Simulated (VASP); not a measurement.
Wanted: the native input for a VASP 6.6.1 run.

```yaml
Task: single point
Functional: PBE
Potentials_or_basis: VASP PAW PBE potentials, release 64 (V_sv)
Cutoff: 520 eV
k_mesh: 18 × 18 × 18
Occupations: fermi-dirac, width 0.1 eV
Spin: no spin polarisation
Dipole_correction: no
Further_INCAR_settings: ALGO = Normal; EDIFF = 1e-06; NBANDS = 12
```

The structure of V lies in POSCAR:

```
V
1.0
   -1.4737699215      1.4737699215      1.4737699215
    1.4737699215     -1.4737699215      1.4737699215
    1.4737699215      1.4737699215     -1.4737699215
V
1
Direct
    0.0000000000      0.0000000000      0.0000000000
```

This cell differs from its parent crystal: volume scaled by 0.95.

The input as run:

INCAR

```
SYSTEM = V
  PREC = Accurate
  ENCUT = 520
  EDIFF = 1E-6
  ISMEAR = -1
  SIGMA = 0.1
  LREAL = .False.
  LASPH = .True.
  NELM = 60
  ALGO = Normal
  ISIF = 2
  LWAVE = .False.
  LCHARG = .True.
  GGA = PE
  LELF = .True.
  LVHAR = .True.
  NBANDS = 12
```

KPOINTS

```
regular mesh
0
Gamma
  18 18 18
  0 0 0
```

Potentials or basis: VASP PAW PBE potentials, release 64 (V_sv).

Command:

```console
$ cat potpaw_PBE.64/V_sv/POTCAR > POTCAR
$ mpirun -np 1 vasp_std > vasp.out
```

It gave:

```json
{
  "Pressure": "10.5 GPa"
}
```

It took 56 s on 1 thread of AMD EPYC 7R13, with other jobs on the host, peak memory 0.11 GiB.
